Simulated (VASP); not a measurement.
Input of a VASP 6.6.1 run:

The input INCAR:

```
SYSTEM = Rh
PREC     = Accurate       ! precision mode
ENCUT    = 500            ! plane-wave cutoff, eV
EDIFF    = 1E-7           ! SCF threshold, eV
ISMEAR   = -1             ! smearing method
SIGMA    = 0.1            ! smearing width, eV
LREAL    = .FALSE.        ! projectors in reciprocal space
LASPH    = .TRUE.         ! aspherical terms in the spheres
NELM     = 120            ! most SCF steps
ALGO     = Normal         ! electronic algorithm
ISIF     = 3              ! what is computed and relaxed
LWAVE    = .FALSE.        ! write WAVECAR
LCHARG   = .FALSE.        ! write CHGCAR
GGA      = PS             ! functional
IBRION   = 2              ! ionic algorithm
NSW      = 60             ! ionic steps
EDIFFG   = -0.01          ! ionic threshold
GGA_COMPAT= .FALSE.      
NELMIN   = 4
```

The input KPOINTS:

```
Automatic mesh
0
G
  9 9 9
  0 0 0
```

POSCAR

```
Rh
1.0
    2.6839650000      0.0000000000      0.0000000000
    1.3419825000      2.3243818729      0.0000000000
    1.3419825000      0.7747939576      2.1914482458
Rh
1
Direct
    0.0000000000      0.0000000000      0.0000000000
```

Potentials or basis: VASP PAW PBE potentials, release 64 (Rh_pv).

Run with:

```bash
$ cat potpaw_PBE.64/Rh_pv/POTCAR > POTCAR
$ mpirun -np 1 vasp_std > vasp.out
```

Problem. What does it give for the relaxed cell?

Solution. a = 2.674 Å, b = 2.674 Å, c = 2.674 Å, α = 60.00°, β = 60.00°, γ = 60.00°.

Problem. What does it give for the band gap on the k mesh?

Solution. Zero (an odd number of electrons rules out a gap without spin polarisation).

Problem. Estimate the space group after relaxing (to 0.1 Å).

Solution. Fm-3m (No. 225).

Problem. Predict the relaxed volume.

Solution. 13.52 Å³/atom.

Final structure:
```
Rh
1.0
     2.67415    0.00000    0.00000
     1.33707    2.31588    0.00000
     1.33707    0.77196    2.18343
Rh
1
Direct
  0.00000 0.00000 0.00000
```

Caveat: the PAW data sets were made with another functional, which shifts forces and pressure a little.
